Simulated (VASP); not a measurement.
Input of a VASP 6.6.1 run:

Contents of INCAR:

```
SYSTEM = BN
PREC = Accurate
ENCUT = 520
EDIFF = 1E-6
ISMEAR = 0
SIGMA = 0.05
LREAL = .FALSE.
LASPH = .TRUE.
NELM = 60
ALGO = Normal
ISIF = 2
LWAVE = .FALSE.
LCHARG = .FALSE.
GGA = PS
NBANDS = 16
```

The input KPOINTS:

```
Automatic mesh
0
G
  12 12 6
  0 0 0
```

POSCAR

```
BN
1.0
    2.5539396017      0.0000000000      0.0000000000
   -1.2769698009      2.2117765748      0.0000000000
    0.0000000000      0.0000000000      4.2268550000
B N
2 2
Direct
    0.6666666667      0.3333333333      0.9997240000
    0.3333333333      0.6666666667      0.4997240000
    0.6229947227      0.3013632515      0.6489342518
    0.3333333333      0.6666666667      0.1252760000
```

Potentials or basis: VASP PAW PBE potentials, release 64 (B, N).

The run is started by

```sh
$ cat potpaw_PBE.64/B/POTCAR potpaw_PBE.64/N/POTCAR > POTCAR
$ mpirun -np 1 vasp_std > vasp.out
```

What does it give for the pressure?

-2.8 GPa.

Estimate the band gap on the k mesh.

3.80 eV, indirect (least direct gap 7.39 eV).

Stress tensor (GPa, compression positive):
```
-4.68 -0.28  0.27
-0.28 -2.71  0.93
 0.27  0.93 -0.98
```

Caveat: the cell differs from its parent crystal (atom 3 (N) moved by (-0.100, +0.100) A along [1 1 0] and z); the PAW data sets were made with another functional, which shifts forces and pressure a little. A k mesh can miss the band edges.
